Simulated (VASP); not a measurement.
A run of VASP 6.6.1:

File INCAR:

```
PREC     = Accurate       # precision mode
ENCUT    = 600            # plane-wave cutoff, eV
EDIFF    = 1E-7           # SCF threshold, eV
ISMEAR   = 0              # smearing method
SIGMA    = 0.1            # smearing width, eV
LREAL    = False          # projectors in reciprocal space
LASPH    = True           # aspherical terms in the spheres
NELM     = 80             # most SCF steps
ALGO     = Normal         # electronic algorithm
ISIF     = 3              # what is computed and relaxed
LWAVE    = False          # write WAVECAR
LCHARG   = False          # write CHGCAR
GGA      = PE             # functional
IBRION   = 2              # ionic algorithm
NSW      = 100            # ionic steps
EDIFFG   = -0.01          # ionic threshold
```

KPOINTS

```
regular mesh
0
Gamma
  12 12 6
```

The input POSCAR:

```
Li3Be4P
1.0
    4.5852583802      0.0000000000      0.0000000000
   -2.2926291901      3.9709502402      0.0000000000
    0.0000000000      0.0000000000      6.4565460153
Li Be P
3 4 1
Direct
    0.5000000000      0.0000000000      0.5000000000
    0.0000000000      0.5000000000      0.5000000000
    0.5000000000      0.5000000000      0.5000000000
    0.3333333333      0.6666666667      0.8377668661
    0.6666666667      0.3333333333      0.8377668661
    0.6666666667      0.3333333333      0.1622331339
    0.3333333333      0.6666666667      0.1622331339
    0.0000000000      0.0000000000      0.5000000000
```

Potentials or basis: VASP PAW PBE potentials, release 64 (Li_sv, Be, P).

Run with:

```console
$ cat potpaw_PBE.64/Li_sv/POTCAR potpaw_PBE.64/Be/POTCAR potpaw_PBE.64/P/POTCAR > POTCAR
$ mpirun -np 1 vasp_std > vasp.out
```

Hardware: 1 thread of Intel(R) Xeon(R) 6975P-C (Granite Rapids) (shared host).

**Question.** Estimate the wall time of this run.

**Answer.** It took 4.9 min on 1 thread of Intel(R) Xeon(R) 6975P-C (Granite Rapids), on a shared host, peak memory 0.39 GiB. Counts: scf iterations 45, k points 76, ion steps 5.
